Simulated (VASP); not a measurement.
Crystal: NaGeCl3.

```
Na Ge Cl
1.0
     5.26873    0.00000    0.00000
     0.00000    5.19087    0.00000
     0.00000    0.00000    5.19087
Na Ge Cl
1 1 3
Direct
  0.00000 0.00000 0.00000
  0.50000 0.50000 0.50000
  0.50000 0.50000 0.00000
  0.50000 0.00000 0.50000
  0.00000 0.50000 0.50000
```

This cell differs from its parent crystal: uniaxial x strain +1.5%.

Base run:

| Item | Value |
| --- | --- |
| Program | VASP 6.6.1 |
| Functional | PBE |
| Potentials or basis | VASP PAW PBE potentials, release 64 (Na_pv, Ge_d, Cl) |
| Cutoff | 520 eV |
| k mesh | 6 × 6 × 6 |
| Occupations | fermi-dirac, width 0.02 eV |
| Spin | no spin polarisation |

Its results: band gap on the k mesh 0.67 eV; pressure 0.1 GPa.

Q: The run is repeated on the same cell with these changes: functional from PBE to r2SCAN; occupations from fermi-dirac, width 0.02 eV to gaussian, width 0.01 eV. What comes out?

A: Band gap on the k mesh 0.78 eV; pressure -0.7 GPa.

Caveats: semilocal functionals underestimate gaps, and a narrow one can read as zero; the PAW data sets were made with another functional, which shifts forces and pressure a little (at least some runs).

A k mesh can miss the band edges.
